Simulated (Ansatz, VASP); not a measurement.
# Pt: VASP beside Ansatz

```xyz
1
Lattice="0.0024 1.9579 1.9579 1.9579 0.0024 1.9579 1.9603 1.9603 0.0000" Properties=species:S:1:pos:R:3 pbc="T T T"
Pt    0.0000    0.0000    0.0000
```

Change from the starting cell: strain +0.0025 x Voigt [0, 0, 0, 0, 0, 1], atoms carried along.

Alike in both runs: task single point; functional PBE; k mesh 20 × 20 × 20; occupations gaussian, width 0.15 eV; no spin polarisation.

```csv
,VASP,Ansatz
version,VASP 6.6.1,Ansatz 0.2.0
potentials or method,"VASP PAW PBE potentials, release 64 (Pt), cutoff 520 eV","scalar-relativistic, plane waves, PAW"
valence electrons in the cell,10,18
```

|  | VASP | Ansatz | Ansatz less VASP |
| --- | --- | --- | --- |
| gap on the k mesh at the Fermi level (eV) | none | none | - |
| pressure (GPa) | 11.0 | 11.6 | +0.56 |
| traceless stress, the component that is largest in VASP (GPa) | -0.22 | -0.22 | +0.001 |

A gap of «none» marks a metal or a gap that the smearing closes. VASP's potentials hold 10 valence electrons a cell and Ansatz's 18, so a difference there can come from the potentials and not from the codes.

Neither program's run includes spin-orbit coupling.
